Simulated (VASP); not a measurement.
# BeTe (F-43m) in VASP: notebook, part 2 of 2

VASP 6.6.1.

## (5) Relaxation of the atoms, r2SCAN

This run uses another cell than the first one, of 22.63 Å³/atom, 0.943 times its volume.

Input file POSCAR:

```
BeTe
1.0
    0.0000000000      2.8284401600      2.8284401600
    2.8284401600      0.0000000000      2.8284401600
    2.8284401600      2.8284401600      0.0000000000
Be Te
1 1
Direct
    0.0000000000      0.0000000000      0.0000000000
    0.2500000000      0.2500000000      0.2500000000
```

Input file INCAR.step1:

```
SYSTEM = BeTe
ALGO     = Normal         ! electronic algorithm
EDIFF    = 1E-4           ! SCF threshold, eV
ENCUT    = 520            ! plane-wave cutoff, eV
GGA      = PE             ! functional
ISMEAR   = -1             ! smearing method
LASPH    = .TRUE.         ! aspherical terms in the spheres
LCHARG   = .FALSE.        ! write CHGCAR
LREAL    = .FALSE.        ! projectors in reciprocal space
LWAVE    = .TRUE.         ! write WAVECAR
NELM     = 80             ! most SCF steps
PREC     = Accurate       ! precision mode
SIGMA    = 0.02           ! smearing width, eV
```

Input file INCAR.step2:

```
SYSTEM = BeTe
ALGO     = Normal         ! electronic algorithm
EDIFF    = 1E-6           ! SCF threshold, eV
EDIFFG   = -0.01          ! ionic threshold
ENCUT    = 520            ! plane-wave cutoff, eV
IBRION   = 2              ! ionic algorithm
ISIF     = 2              ! what is computed and relaxed
ISMEAR   = -1             ! smearing method
ISTART   = 1            
LASPH    = .TRUE.         ! aspherical terms in the spheres
LCHARG   = .FALSE.        ! write CHGCAR
LMIXTAU  = .TRUE.       
LREAL    = .FALSE.        ! projectors in reciprocal space
LWAVE    = .FALSE.        ! write WAVECAR
METAGGA  = R2SCAN         ! meta-GGA
NELM     = 80             ! most SCF steps
NSW      = 50             ! ionic steps
PREC     = Accurate       ! precision mode
SIGMA    = 0.02           ! smearing width, eV
```

Input file KPOINTS:

```
k-points
0
G
  8 8 8
  0 0 0
```

On the command line:

```console
> cat potpaw_PBE.64/Be/POTCAR potpaw_PBE.64/Te/POTCAR > POTCAR
> cp INCAR.step1 INCAR
> mpirun -np 1 vasp_std > vasp.out
> cp INCAR.step2 INCAR
> mpirun -np 1 vasp_std > vasp.out
```

Wall time 25 s (1 thread of Intel Xeon 6975P-C, shared host); peak memory 0.17 GiB.

It converged, with:

```
Free energy             : -30.6849 eV
Pressure after relaxing : 0.2 GPa
Band gap on the k mesh  : 2.37 eV, indirect (least direct gap 4.03 eV)
```

Final structure:
```
Be Te
1.0
     0.00000    2.82844    2.82844
     2.82844    0.00000    2.82844
     2.82844    2.82844    0.00000
Be Te
1 1
Direct
  0.00000 0.00000 0.00000
  0.25000 0.25000 0.25000
```

Levels at points of the mesh, in eV from the valence-band top:
| k point | band 1 | band 2 | band 3 | band 4 | band 5 | band 6 | band 7 | band 8 |
| --- | --- | --- | --- | --- | --- | --- | --- | --- |
| (0.00, 0.00, 0.00) | -12.70 | 0.00 | 0.00 | 0.00 | 4.03 | 4.03 | 4.03 | 4.41 |
| (0.50, 0.00, 0.00) | -11.29 | -5.68 | -1.15 | -1.15 | 3.52 | 5.02 | 5.02 | 8.47 |
| (0.50, 0.50, 0.00) | -10.77 | -5.27 | -2.70 | -2.70 | 2.37 | 3.01 | 10.49 | 10.49 |

Caveat: the relaxation stopped at its first step, so nothing moved; the PAW data sets were made with another functional, which shifts forces and pressure a little; spin-orbit coupling is left out, which moves the levels of the heavy elements. r2SCAN opens gaps a little over a GGA but as a rule still falls short of measured ones.

## (6) Relaxation of the atoms, r2SCAN

This run uses another cell than the first one, of 23.08 Å³/atom, 0.962 times its volume.

Input file POSCAR:

```
BeTe
1.0
    0.0000000000      2.8471721000      2.8471721000
    2.8471721000      0.0000000000      2.8471721000
    2.8471721000      2.8471721000      0.0000000000
Be Te
1 1
Direct
    0.0000000000      0.0000000000      0.0000000000
    0.2500000000      0.2500000000      0.2500000000
```

Input file INCAR.step1:

```
PREC = Accurate
ENCUT = 520
ISMEAR = -1
SIGMA = 0.02
LREAL = F
LASPH = T
NELM = 100
GGA = PE
ALGO = Normal
EDIFF = 1E-4
LWAVE = T
LCHARG = F
```

Input file INCAR.step2:

```
PREC = Accurate
ENCUT = 520
EDIFF = 1E-6
ISMEAR = -1
SIGMA = 0.02
LREAL = F
LASPH = T
NELM = 100
ALGO = Normal
ISIF = 2
LWAVE = F
LCHARG = F
METAGGA = R2SCAN
LMIXTAU = T
IBRION = 2
NSW = 50
EDIFFG = -0.01
ISTART = 1
```

Input file KPOINTS:

```
Automatic mesh
0
Gamma
  8 8 8
```

Potentials or basis: VASP PAW PBE potentials, release 64 (Be, Te).

On the command line:

```console
> cat potpaw_PBE.64/Be/POTCAR potpaw_PBE.64/Te/POTCAR > POTCAR
> cp INCAR.step1 INCAR
> mpirun -np 1 vasp_std > vasp.out
> cp INCAR.step2 INCAR
> mpirun -np 1 vasp_std > vasp.out
```

It took 27 s on 1 thread of Intel Xeon 6975P-C, shared host; peak memory 0.18 GiB.

Results (log left out):

- Free energy: -30.6827 eV
- Pressure after relaxing: -1.0 GPa
- Band gap on the k mesh: 2.42 eV, indirect (least direct gap 4.05 eV)

Final structure:
```yaml
crystal:
  lattice:
    - [0.00000, 2.84717, 2.84717]
    - [2.84717, 0.00000, 2.84717]
    - [2.84717, 2.84717, 0.00000]
  atoms:
    - { symbol: Be, position: [0.00000, 0.00000, 0.00000] }
    - { symbol: Te, position: [0.25000, 0.25000, 0.25000] }
```

Levels at points of the mesh, in eV from the valence-band top:
```csv
k point,band 1,band 2,band 3,band 4,band 5,band 6,band 7,band 8
"(0.00, 0.00, 0.00)",-12.56,0.00,0.00,0.00,4.05,4.05,4.05,4.25
"(0.50, 0.00, 0.00)",-11.21,-5.55,-1.11,-1.11,3.46,5.03,5.03,8.47
"(0.50, 0.50, 0.00)",-10.70,-5.16,-2.62,-2.62,2.42,3.03,10.36,10.36
```

Caveat: the relaxation stopped at its first step, so nothing moved; the PAW data sets were made with another functional, which shifts forces and pressure a little; spin-orbit coupling is left out, which moves the levels of the heavy elements.

## (7) The runs side by side

```csv
cell,gap on the mesh (eV),pressure (GPa)
"atoms relaxed from a = 4.078 Å, angles 60.0°, 2 atoms",2.50,-3.0
"atoms relaxed from a = 3.946 Å, angles 60.0°, 2 atoms",2.27,2.8
"atoms relaxed from a = 3.973 Å, angles 60.0°, 2 atoms",2.32,1.4
"atoms relaxed from a = 4.000 Å, angles 60.0°, 2 atoms",2.37,0.2
"atoms relaxed from a = 4.027 Å, angles 60.0°, 2 atoms",2.42,-1.0
```

Alike in all rows: task relaxation of the atoms; level r2SCAN; potentials or basis VASP PAW PBE potentials, release 64 (Be, Te); no spin polarisation; k mesh 8 × 8 × 8; cutoff (eV) 520; smearing fermi-dirac 0.02 eV.

Caveats: the relaxation stopped at its first step, so nothing moved; the PAW data sets were made with another functional, which shifts forces and pressure a little; spin-orbit coupling is left out, which moves the levels of the heavy elements.

Total energies depend on the potentials used, so only differences within one code and one set of settings carry meaning.
